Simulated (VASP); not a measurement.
# AlN in VASP: notebook, part 2 of 3

VASP 6.6.1. Earlier steps stand in the parts before.

## (3) Single point, PBE

This run uses another cell than the first one, of the same volume but with other edges.

The input, INCAR:

```
PREC     = Accurate       # precision mode
ENCUT    = 520            # plane-wave cutoff, eV
EDIFF    = 1E-6           # SCF threshold, eV
ISMEAR   = 0              # smearing method
SIGMA    = 0.05           # smearing width, eV
LREAL    = F              # projectors in reciprocal space
LASPH    = T              # aspherical terms in the spheres
NELM     = 80             # most SCF steps
ALGO     = Normal         # electronic algorithm
ISIF     = 2              # what is computed and relaxed
LWAVE    = F              # write WAVECAR
LCHARG   = F              # write CHGCAR
GGA      = PE             # functional
NBANDS   = 26             # bands
```

The input, KPOINTS:

```
Automatic mesh
0
Gamma
  8 8 3
```

The input, POSCAR:

```
AlN
1.0
   -3.1302395629      0.0000000000      0.0000000000
   -1.5651197814     -2.7108669814      0.0000000000
   -3.1303960749     -1.8073350165     10.0359593112
Al N
4 4
Direct
   -0.2697730596     -0.2697730596      0.9046143587
    0.0635769404      0.0635769404      0.4046143587
    0.5635852737      0.5635852737      0.1546143587
    0.2302352737      0.2302352737      0.6546143587
    0.2697397263      0.2697397263      0.0953856413
   -0.0636102737     -0.0636102737      0.5953856413
    0.4363980596      0.4363980596      0.3453856413
    0.1030480596      0.1030480596      0.8453856413
```

Potentials or basis: VASP PAW PBE potentials, release 64 (Al, N).

Started as:

```sh
cat potpaw_PBE.64/Al/POTCAR potpaw_PBE.64/N/POTCAR > POTCAR
mpirun -np 1 vasp_std > vasp.out
```

OUTCAR:

```text
PREC = Accurate
   ENCUT = 520
   EDIFF = 1E-6
   ISMEAR = 0
   LREAL = F
   LASPH = T
   NELM = 80
   ISIF = 2
   GGA = PE

 ion  position               nearest neighbor table
   1  0.730  0.730  0.905-   8 1.90   8 1.90   8 1.90   3 2.51   4 3.09   4 3.09   4 3.09
   2  0.064  0.064  0.405-   7 1.90   7 1.90   7 1.90   6 1.91   3 3.09   4 3.09   4 3.09   3 3.09
                             4 3.09   3 3.09
   3  0.564  0.564  0.155-   5 1.90   5 1.90   5 1.90   7 1.91   1 2.51   2 3.09   2 3.09   2 3.09

   4  0.230  0.230  0.655-   6 1.90   6 1.90   6 1.90   8 1.91   1 3.09   2 3.09   2 3.09   1 3.09
                             2 3.09   1 3.09
   5  0.270  0.270  0.095-   3 1.90   3 1.90   3 1.90
   6  0.936  0.936  0.595-   4 1.90   4 1.90   4 1.90   2 1.91
   7  0.436  0.436  0.345-   2 1.90   2 1.90   2 1.90   3 1.91
   8  0.103  0.103  0.845-   1 1.90   1 1.90   1 1.90   4 1.91

  LATTYP: Found a base centered monoclinic cell.
 ALAT       =     5.4217339628
 B/A-ratio  =     0.5773502692
 C/A-ratio  =     1.8808282874
 COS(beta)  =    -0.1772091595

  Lattice vectors:

 A1 = (  -3.1302395629,   0.0000000000,   0.0000000000)
 A2 = (  -1.5651197814,  -2.7108669814,   0.0000000000)
 A3 = (   1.5649632694,   0.9035319649,  10.0359593112)

Analysis of symmetry for initial positions (statically):
=====================================================================
 Subroutine PRICEL returns:
 Original cell was already a primitive cell.

 Routine SETGRP: Setting up the symmetry group for a
 base centered monoclinic supercell.

 Subroutine GETGRP returns: Found  2 space group operations
 (whereof  2 operations were pure point group operations)
 out of a pool of  4 trial point group operations.

The static configuration has the point symmetry C_1h.

Analysis of symmetry for dynamics (positions and initial velocities):
=====================================================================
 Subroutine PRICEL returns:
 Original cell was already a primitive cell.

 Routine SETGRP: Setting up the symmetry group for a
 base centered monoclinic supercell.

 Subroutine GETGRP returns: Found  2 space group operations
 (whereof  2 operations were pure point group operations)
 out of a pool of  4 trial point group operations.

The dynamic configuration has the point symmetry C_1h.

 Subroutine INISYM returns: Found  2 space group operations
 (whereof  2 operations are pure point group operations),
 and found     1 'primitive' translations

----------------------------------------------------------------------------------------

                                     Primitive cell

  volume of cell :      85.1618

  direct lattice vectors                    reciprocal lattice vectors
    -3.130239563  0.000000000  0.000000000    -0.319464367  0.184442838 -0.066431118
    -1.565119781 -2.710866981  0.000000000     0.000000000 -0.368885676 -0.066431118
    -3.130396075 -1.807335016 10.035959311     0.000000000  0.000000000  0.099641695

  length of vectors
     3.130239563  3.130239563 10.667067017     0.374819604  0.374819604  0.099641695

  position of ions in fractional coordinates (direct lattice)
     0.730226940  0.730226940  0.904614359
     0.063576940  0.063576940  0.404614359
     0.563585274  0.563585274  0.154614359
     0.230235274  0.230235274  0.654614359
     0.269739726  0.269739726  0.095385641
[... 66 lines left out ...]
  0.125000 -0.000000 -0.000000      4.000000
  0.250000 -0.000000 -0.000000      4.000000
  0.375000  0.000000  0.000000      4.000000
  0.500000 -0.000000 -0.000000      2.000000
  0.125000  0.125000  0.000000      2.000000
[... 16 lines left out ...]
  0.125000 -0.000000  0.333333      4.000000
  0.250000 -0.000000  0.333333      4.000000
 [... further k-points ...]
   k-points           NKPTS =     57   k-points in BZ     NKDIM =     57   number of bands    NBANDS=     26
   number of dos      NEDOS =    301   number of ions     NIONS =      8
   total plane-waves  NPLWV =  46080
   dimension x,y,z NGX =    24 NGY =   24 NGZ =   80
   dimension x,y,z NGXF=    48 NGYF=   48 NGZF=  160
   ions per type =               4   4
   NGX,Y,Z   is equivalent  to a cutoff of  12.75, 12.75, 12.47 a.u.
   NGXF,Y,Z  is equivalent  to a cutoff of  25.49, 25.49, 24.94 a.u.
 SYSTEM =  unknown system
   PREC   = accura    normal or accurate (medium, high low for compatibility)
   ISTART =      0    job   : 0-new  1-cont  2-samecut
   ICHARG =      2    charge: 1-file 2-atom 10-const
   ISPIN  =      1    spin polarized calculation?
   LNONCOLLINEAR =      F non collinear calculations
   LSORBIT =      F    spin-orbit coupling
   LASPH  =      T    aspherical Exc in radial PAW
   ENCUT  =  520.0 eV  38.22 Ry    6.18 a.u.   5.82  5.82 19.83*2*pi/ulx,y,z
   NELM   =     80;   NELMIN=  2; NELMDL= -5     # of ELM steps
   EDIFF  = 0.1E-05   stopping-criterion for ELM
   LREAL  =      F    real-space projection
   EDIFFG = 0.1E-04   stopping-criterion for IOM
   NSW    =      0    number of steps for IOM
   IBRION =     -1    ionic relax: 0-MD 1-quasi-New 2-CG
   NFREE  =      0    steps in history (QN), initial steepest desc. (CG)
   ISIF   =      2    stress and relaxation
   ISYM   =      2    0-nonsym 1-usesym 2-fastsym
   POTIM  = 0.5000    time-step for ionic-motion
   TEBEG  =    0.0;   TEEND  =   0.0 temperature during run
   PSTRESS=    0.0 pullay stress
   NELECT =      32.0000    total number of electrons
   NUPDOWN=      -1.0000    fix difference up-down
   EMIN   =  10.00;   EMAX   =-10.00  energy-range for DOS
   EFERMI =   0.00;   METHOD = LEGACY
   ISMEAR =     0;   SIGMA  =   0.05  broadening in eV -4-tet -1-fermi 0-gaus
   EFERMI_NEDOS =   21; number of points for ismear=-14 and -15
   IALGO  =     38    algorithm
   IMIX   =      4    mixing-type and parameters
     AMIX     =   0.40;   BMIX     =  1.00
     AMIX_MAG =   1.60;   BMIX_MAG =  1.00
  volume/ion in A,a.u.               =      10.65        71.84
  Fermi-wavevector in a.u.,A,eV,Ry     =   1.181345  2.232418 18.987951  1.395575
  Thomas-Fermi vector in A             =   2.317620
   LORBIT       =      0    0 simple, 1 ext, 2 COOP (PROOUT), +10 PAW based schemes
   GGA     = PE    functional components
   LHFCALC =     F    Hartree Fock is set to
   AEXX    =    0.0000 exact exchange contribution
   IVDW    =     0    specifies the selected vdW correction
   LEPSILON=     F    determine dielectric tensor
   LRPA    =     F    only Hartree local field effects (RPA)
 non-spin polarized calculation
 Gauss-broadening in eV      SIGMA  =   0.05
  energy-cutoff  :      520.00
  volume of cell :       85.16
 maximum number of plane-waves:      2311
   NGX = 11   NGY = 11   NGZ = 39

 number of electron      31.9999998 magnetization

 Free energy of the ion-electron system (eV)
  ---------------------------------------------------
  ext. energy  EPLUGINS =         0.00000000
  ---------------------------------------------------
  free energy    TOTEN  =       -58.01539726 eV

  energy without entropy =      -58.01539726  energy(sigma->0) =      -58.01539726

 E-fermi :   6.4741     XC(G=0): -10.8688

 val. band max:        6.2441190884   @ k =   0.0000   0.0000   0.0000
 cond. band min:       9.1678353496   @ k =   0.5000   0.5000   0.3333
 fundamental gap:      2.9237162612
 Fermi energy:         6.4741386225

 k-point     1 :       0.0000    0.0000    0.0000
  band No.  band energies     occupation
      1      -9.0375      2.00000
      2      -8.1955      2.00000
      3      -8.1463      2.00000
      4      -6.9506      2.00000
      5       0.1745      2.00000
      6       2.6446      2.00000
[... 685 lines left out ...]
     25      16.3660      0.00000
     26      17.1759      0.00000

 [... further k-points ...]
[... 5 lines left out ...]
  --------------------------------------------------------------------------------------
  -------------------------------------------------------------------------------------
  Total       -3.0422869     -3.0414800      3.4915358     -0.0006987     -0.0002492     -0.0004316
  in kB      -57.2355774    -57.2203982     65.6874497     -0.0131456     -0.0046875     -0.0081190
  external PRESSURE =     -16.2561753 kB  Pullay stress =       0.0000000 kB

 VOLUME and BASIS-vectors are now :
 -----------------------------------------------------------------------------
  energy-cutoff  :      520.00
  volume of cell :       85.16
      direct lattice vectors                 reciprocal lattice vectors
    -3.130239563  0.000000000  0.000000000    -0.319464367  0.184442838 -0.066431118
    -1.565119781 -2.710866981  0.000000000     0.000000000 -0.368885676 -0.066431118
    -3.130396075 -1.807335016 10.035959311     0.000000000  0.000000000  0.099641695

 POSITION                                       TOTAL-FORCE (eV/Angst)
 -----------------------------------------------------------------------------------
     -6.26048     -3.61449      9.07867         0.000333      0.000192     -1.086415
     -1.56512     -0.90362      4.06069        -0.000018     -0.000010     -0.032023
     -3.13024     -1.80724      1.55170        -0.000179     -0.000103      2.007133
     -3.13024     -1.80724      6.56968        -0.000030     -0.000017      0.008137
     -1.56512     -0.90362      0.95729        -0.000061     -0.000035     -0.735293
     -6.26048     -3.61449      5.97527         0.000018      0.000010     -0.027900
     -3.13024     -1.80724      3.46628         0.000022      0.000013      0.016452
     -3.13024     -1.80724      8.48426        -0.000084     -0.000049     -0.150091
 -----------------------------------------------------------------------------------
    total drift:                                0.000150      0.000086     -0.000049

  FREE ENERGIE OF THE ION-ELECTRON SYSTEM (eV)
  ---------------------------------------------------
  free  energy   TOTEN  =       -58.0153972605 eV

  energy  without entropy=      -58.0153972605  energy(sigma->0) =      -58.01539726
```

Wall time 45 s (1 thread of Intel Xeon 6975P-C (Granite Rapids), shared host); peak memory 0.24 GiB.

What came out:

- Free energy: -58.0154 eV
- Pressure: -1.6 GPa
- Largest force: 2.007 eV/Å
- Band gap on the k mesh: 2.92 eV, indirect (least direct gap 3.21 eV)

Forces on the atoms (eV/Å):
```
Al   0.000  0.000 -1.086
Al   0.000  0.000 -0.032
Al   0.000  0.000  2.007
Al   0.000  0.000  0.008
N    0.000  0.000 -0.735
N    0.000  0.000 -0.028
N    0.000  0.000  0.016
N    0.000  0.000 -0.150
```

Levels at points of the mesh, in eV from the valence-band top:
| k point | band 14 | band 15 | band 16 | band 17 | band 18 | band 19 |
| --- | --- | --- | --- | --- | --- | --- |
| (0.00, 0.00, 0.00) | -0.46 | -0.46 | 0.00 | 3.21 | 5.36 | 6.12 |
| (0.50, 0.00, 0.00) | -1.67 | -0.94 | -0.90 | 3.01 | 5.20 | 5.45 |
| (0.50, 0.50, 0.00) | -1.67 | -0.94 | -0.90 | 3.01 | 5.21 | 5.45 |

Caveat: forces of over 1 eV/Å act on the atoms, so gaps and moduli don't describe the material at rest.

(Part 2 of 3 ends here.)
